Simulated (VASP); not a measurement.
# Ta8C9 (a cell with a defect) in VASP: a series of runs, part 2 of 2

VASP 6.6.1. The steps go on from the part before.

**4. Single point, LDA**

The input, INCAR:

```
SYSTEM = Ta8C9
PREC     = Accurate       ! precision mode
ENCUT    = 520            ! plane-wave cutoff, eV
EDIFF    = 1E-6           ! SCF threshold, eV
ISMEAR   = -1             ! smearing method
SIGMA    = 0.15           ! smearing width, eV
LREAL    = Auto         
LASPH    = .True.         ! aspherical terms in the spheres
NELM     = 80             ! most SCF steps
ALGO     = Normal         ! electronic algorithm
ISIF     = 2              ! what is computed and relaxed
LWAVE    = .False.        ! write WAVECAR
LCHARG   = .True.         ! write CHGCAR
GGA      = CA             ! functional
LELF     = .True.         ! ELF
LVHAR    = .True.       
NBANDS   = 76             ! bands
```

The input, KPOINTS:

```
regular mesh
0
Gamma
  2 2 2
  0 0 0
```

The input, POSCAR:

```
Ta8C9
1.0
    0.0000000000      4.4900000000      4.4900000000
    4.4900000000      0.0000000000      4.4900000000
    4.4900000000      4.4900000000      0.0000000000
Ta C
8 9
Direct
   -0.1110913140      0.0475946548      0.0043652561
   -0.0687416481      0.1247550111      0.4771380846
   -0.0684855234      0.5444766147      0.0250111359
   -0.0501002227      0.5463140312      0.5053563474
    0.4721826281      0.0406904232      0.0391314031
    0.4919933185      0.0429955457      0.5034187082
    0.4163808463      0.5707015590      0.0179175947
    0.3998329621      0.5828619154      0.5188975501
    0.2183407572      0.3039532294      0.2530846325
    0.1644988864      0.2703786192      0.7912472160
    0.1838864143      0.8225946548      0.2388084633
    0.1745879733      0.8242538976      0.7367706013
    0.6944097996      0.3458797327      0.2220044543
    0.6713028953      0.3627728285      0.7233518931
    0.6523385301      0.7893763920      0.2962806236
    0.6672717149      0.8180066815      0.7736859688
    0.1026614699      0.1153786192      0.0927951002
```

Launch:

```bash
$ cat potpaw_LDA.64/Ta_pv/POTCAR potpaw_LDA.64/C/POTCAR > POTCAR
$ mpirun -np 1 vasp_std > vasp.out
```

Run time: 4.1 min. Hardware: 1 thread of Intel Xeon Platinum 8488C (Sapphire Rapids), shared host; peak memory 0.3 GiB.

It converged, with:

* Free energy: -195.2916 eV
* Pressure: 7.5 GPa
* Largest force: 5.567 eV/Å
* Band gap on the k mesh: zero (bands 62 and 63 overlap by 0.86 eV)

Forces on the atoms (eV/Å):
```
Ta  -1.483  0.141  0.569
Ta  -1.307  1.600 -2.682
Ta   0.575 -1.196  2.882
Ta   1.065 -0.064  0.720
Ta  -0.807 -4.081  1.164
Ta   1.914 -2.376 -0.268
Ta  -1.609 -0.017  0.373
Ta  -0.522 -0.098 -0.592
C    2.123  0.153  0.253
C    0.284  1.303  0.776
C    1.356 -0.798  0.580
C    1.384  0.712 -0.168
C    1.418 -0.547 -5.356
C   -0.528  1.948 -2.551
C   -1.508  2.608  1.820
C   -1.055  1.381  1.072
C   -1.299 -0.668  1.408
```

Stress tensor (GPa, compression positive):
```
 0.98 -0.27  2.02
-0.27  8.42 12.98
 2.02 12.98 13.20
```

Levels at points of the mesh, in eV from the Fermi level:
```tsv
k point	band 59	band 60	band 61	band 62	band 63	band 64	band 65	band 66
(0.00, 0.00, 0.00)	-1.10	-0.94	-0.69	-0.23	-0.04	0.40	1.01	1.62
(0.50, 0.00, 0.00)	-1.27	-0.85	-0.60	-0.28	0.02	0.23	0.51	0.59
(0.00, 0.50, 0.00)	-1.32	-1.00	-0.75	-0.25	-0.18	0.11	0.30	0.62
(0.00, 0.00, 0.50)	-1.33	-0.95	-0.77	-0.50	-0.28	0.08	0.25	0.54
(0.50, 0.50, 0.50)	-1.37	-1.21	-0.79	-0.24	-0.11	0.02	0.32	0.65
(0.50, 0.50, 0.00)	-1.30	-0.30	-0.04	0.19	0.33	0.70	1.21	1.44
(0.00, 0.50, 0.50)	-0.86	-0.38	0.08	0.58	0.69	0.76	1.16	1.39
(0.50, 0.00, 0.50)	-1.92	-0.26	0.07	0.36	0.55	0.73	1.07	1.54
```

Caveat: the k points lie up to 0.61 Å⁻¹ apart, too coarse for converged energies and pressures of a metal; the atoms stand as in a frame of molecular dynamics; spin-orbit coupling is left out, which moves the levels of the heavy elements.

**5. Single point, LDA**

The input, INCAR:

```
SYSTEM = Ta8C9
PREC = Accurate
ENCUT = 520
EDIFF = 1E-6
ISMEAR = -1
SIGMA = 0.15
LREAL = Auto
LASPH = .True.
NELM = 100
ALGO = Normal
ISIF = 2
LWAVE = .False.
LCHARG = .True.
LELF = .True.
LVHAR = .True.
NBANDS = 76
```

KPOINTS is that of step 4.

The input, POSCAR:

```
Ta8C9
1.0
    0.0000000000      4.4900000000      4.4900000000
    4.4900000000      0.0000000000      4.4900000000
    4.4900000000      4.4900000000      0.0000000000
Ta C
8 9
Direct
   -0.0501002227      0.0331291759     -0.0239309577
   -0.0688975501      0.0437527840      0.5277394209
   -0.0899220490      0.5546659243      0.0239532294
   -0.0718374165      0.5677394209      0.5404565702
    0.4850111359      0.0855011136     -0.0331403118
    0.4158574610      0.0598218263      0.5363919822
    0.4269821826      0.5515033408      0.0245100223
    0.4282071269      0.6060690423      0.4868040089
    0.1895657016      0.3014810690      0.2926169265
    0.2238752784      0.2712026726      0.7863697105
    0.1873719376      0.8430957684      0.2278396437
    0.1891759465      0.7561692650      0.7841648107
    0.6714810690      0.3424164811      0.2946659243
    0.6730734967      0.3706013363      0.7499554566
    0.7115924276      0.7972717149      0.2372494432
    0.6673385301      0.8333296214      0.7571380846
    0.1162583519      0.1099331849      0.1249220490
```

Launch:

```bash
$ cat potpaw_LDA.64/Ta_pv/POTCAR potpaw_LDA.64/C/POTCAR > POTCAR
$ mpirun -np 1 vasp_std > vasp.out
```

Run time: 4.1 min. Hardware: 1 thread of Intel Xeon Platinum 8488C (Sapphire Rapids), shared host; peak memory 0.3 GiB.

It converged, with:

* Free energy: -195.0164 eV
* Pressure: 9.1 GPa
* Largest force: 4.125 eV/Å
* Band gap on the k mesh: zero (bands 62 and 63 overlap by 0.68 eV)

Forces in eV/Å, atoms in the order of the input:
```
Ta   0.925 -1.054 -0.797
Ta   1.215 -0.292  2.333
Ta  -1.567  1.193  0.274
Ta  -1.389 -0.398  0.700
Ta  -0.147  3.849  1.476
Ta  -1.218 -0.546  0.790
Ta   1.261  0.746 -0.197
Ta  -0.021  0.801 -0.582
C    0.288 -0.738  0.941
C    1.651 -3.583 -1.022
C   -0.445  1.508 -1.183
C    1.856 -1.253  2.360
C   -1.543 -1.583 -3.000
C   -3.047  1.253 -1.718
C    2.402  0.269 -0.332
C   -1.073  2.168 -0.957
C    0.851 -2.339  0.913
```

Stress tensor (GPa, compression positive):
```
16.68 -0.39 -2.57
-0.39  3.26  9.64
-2.57  9.64  7.41
```

Levels at points of the mesh, in eV from the Fermi level:
| k point | band 60 | band 61 | band 62 | band 63 | band 64 | band 65 |
| --- | --- | --- | --- | --- | --- | --- |
| (0.00, 0.00, 0.00) | -0.81 | -0.60 | -0.23 | 0.37 | 0.66 | 1.20 |
| (0.50, 0.00, 0.00) | -0.89 | -0.67 | -0.57 | -0.08 | 0.21 | 0.48 |
| (0.00, 0.50, 0.00) | -0.90 | -0.78 | -0.35 | -0.12 | 0.37 | 0.39 |
| (0.00, 0.00, 0.50) | -0.86 | -0.64 | -0.28 | -0.07 | 0.20 | 0.38 |
| (0.50, 0.50, 0.50) | -1.00 | -0.81 | -0.45 | -0.26 | 0.23 | 0.35 |
| (0.50, 0.50, 0.00) | -0.43 | -0.12 | 0.27 | 0.58 | 0.82 | 1.21 |
| (0.00, 0.50, 0.50) | -0.58 | -0.29 | 0.10 | 0.53 | 1.00 | 1.20 |
| (0.50, 0.00, 0.50) | -0.54 | -0.03 | 0.42 | 0.80 | 1.03 | 1.25 |

Caveat: the k points lie up to 0.61 Å⁻¹ apart, too coarse for converged energies and pressures of a metal; the atoms stand as in a frame of molecular dynamics; spin-orbit coupling is left out, which moves the levels of the heavy elements.

**6. Single point, LDA**

The input, INCAR:

```
SYSTEM = Ta8C9
ALGO     = Normal         ! electronic algorithm
EDIFF    = 1E-6           ! SCF threshold, eV
ENCUT    = 520            ! plane-wave cutoff, eV
ISIF     = 2              ! what is computed and relaxed
ISMEAR   = -1             ! smearing method
LASPH    = .True.         ! aspherical terms in the spheres
LCHARG   = .True.         ! write CHGCAR
LELF     = .True.         ! ELF
LREAL    = Auto         
LVHAR    = .True.       
LWAVE    = .False.        ! write WAVECAR
NBANDS   = 76             ! bands
NELM     = 60             ! most SCF steps
PREC     = Accurate       ! precision mode
SIGMA    = 0.15           ! smearing width, eV
```

The input, KPOINTS:

```
k-points
0
Gamma
  2 2 2
  0 0 0
```

The input, POSCAR:

```
Ta8C9
1.0
    0.0000000000      4.4900000000      4.4900000000
    4.4900000000      0.0000000000      4.4900000000
    4.4900000000      4.4900000000      0.0000000000
Ta C
8 9
Direct
   -0.1230066815      0.0683518931      0.0252783964
   -0.0720489978      0.0693095768      0.5195322940
   -0.0361469933      0.5286636971      0.0363697105
   -0.0867260579      0.6131848552      0.4832962138
    0.4908463252      0.0217149220      0.0016035635
    0.4031848552      0.1095768374      0.4865033408
    0.4422383073      0.5728396437     -0.0022605791
    0.4596325167      0.5169153675      0.5360244989
    0.1947438753      0.3230289532      0.2641425390
    0.1809242762      0.3012360802      0.7838864143
    0.1814810690      0.8468040089      0.2403229399
    0.1900111359      0.7988752784      0.7565812918
    0.6716592428      0.3308574610      0.2294543430
    0.6731514477      0.3348663697      0.7695657016
    0.6709688196      0.7965367483      0.2671603563
    0.7321492205      0.7933296214      0.7749109131
    0.0943318486      0.1245768374      0.1151336303
```

Potentials or basis: VASP PAW LDA potentials, release 64 (Ta_pv, C).

Launch:

```bash
$ cat potpaw_LDA.64/Ta_pv/POTCAR potpaw_LDA.64/C/POTCAR > POTCAR
$ mpirun -np 1 vasp_std > vasp.out
```

Wall time 4.1 min (1 thread of Intel Xeon Platinum 8488C (Sapphire Rapids), shared host); peak memory 0.3 GiB.

Results (log left out):

* Free energy: -196.1840 eV
* Pressure: 9.3 GPa
* Largest force: 3.351 eV/Å
* Band gap on the k mesh: zero (bands 62 and 63 overlap by 0.98 eV)

Forces in eV/Å, atoms in the order of the input:
```
Ta  -2.840 -0.451  0.301
Ta   0.548  0.769 -0.027
Ta  -0.135 -1.534  0.247
Ta   0.208  2.524 -0.668
Ta   0.171 -1.779  1.069
Ta   0.315  2.844 -1.270
Ta   1.012 -1.023  0.473
Ta   0.489 -2.532  0.427
C    1.200 -0.215  0.528
C   -1.385  0.178 -0.529
C   -0.346 -0.364 -0.837
C    0.815 -0.122  0.685
C    2.563  1.437 -1.611
C   -2.155  0.126  0.210
C    0.805  1.436  0.246
C   -0.846 -2.353 -1.200
C   -0.420  1.059  1.956
```

Stress tensor (GPa, compression positive):
```
 2.82  2.44  0.89
 2.44 21.42 11.05
 0.89 11.05  3.55
```

Levels at points of the mesh, in eV from the Fermi level:
| k point | band 60 | band 61 | band 62 | band 63 | band 64 | band 65 |
| --- | --- | --- | --- | --- | --- | --- |
| (0.00, 0.00, 0.00) | -1.06 | -0.85 | -0.69 | 0.30 | 0.52 | 0.81 |
| (0.50, 0.00, 0.00) | -1.24 | -0.56 | -0.20 | -0.07 | 0.13 | 0.24 |
| (0.00, 0.50, 0.00) | -1.14 | -0.99 | -0.75 | -0.34 | -0.26 | 0.22 |
| (0.00, 0.00, 0.50) | -1.22 | -0.79 | -0.56 | -0.39 | -0.03 | 0.25 |
| (0.50, 0.50, 0.50) | -0.99 | -0.58 | -0.30 | 0.16 | 0.28 | 0.44 |
| (0.50, 0.50, 0.00) | -0.50 | 0.03 | 0.31 | 0.69 | 0.87 | 1.00 |
| (0.00, 0.50, 0.50) | -0.37 | 0.15 | 0.35 | 0.57 | 1.00 | 1.11 |
| (0.50, 0.00, 0.50) | -0.84 | 0.18 | 0.59 | 0.67 | 1.03 | 1.13 |

Caveat: the k points lie up to 0.61 Å⁻¹ apart, too coarse for converged energies and pressures of a metal; the atoms stand as in a frame of molecular dynamics; spin-orbit coupling is left out, which moves the levels of the heavy elements.

**7. Overview**

```tsv
cell	gap on the mesh (eV)	pressure (GPa)	largest force (eV/Å)
as given, atomic positions A	none	7.0	3.27
as given, atomic positions B	none	4.3	3.13
as given, atomic positions C	none	7.5	5.57
as given, atomic positions D	none	9.1	4.12
as given, atomic positions E	none	9.3	3.35
```

Alike in all rows: task single point; level LDA; potentials or basis VASP PAW LDA potentials, release 64 (Ta_pv, C); no spin polarisation; k mesh 2 × 2 × 2; cutoff (eV) 520; smearing fermi-dirac 0.15 eV.

Caveats: all runs use coarse meshes; spin-orbit coupling is left out, which moves the levels of the heavy elements; the atoms stand as in a frame of molecular dynamics (at least some runs).

Absolute energies hang on the potentials; compare differences alone.
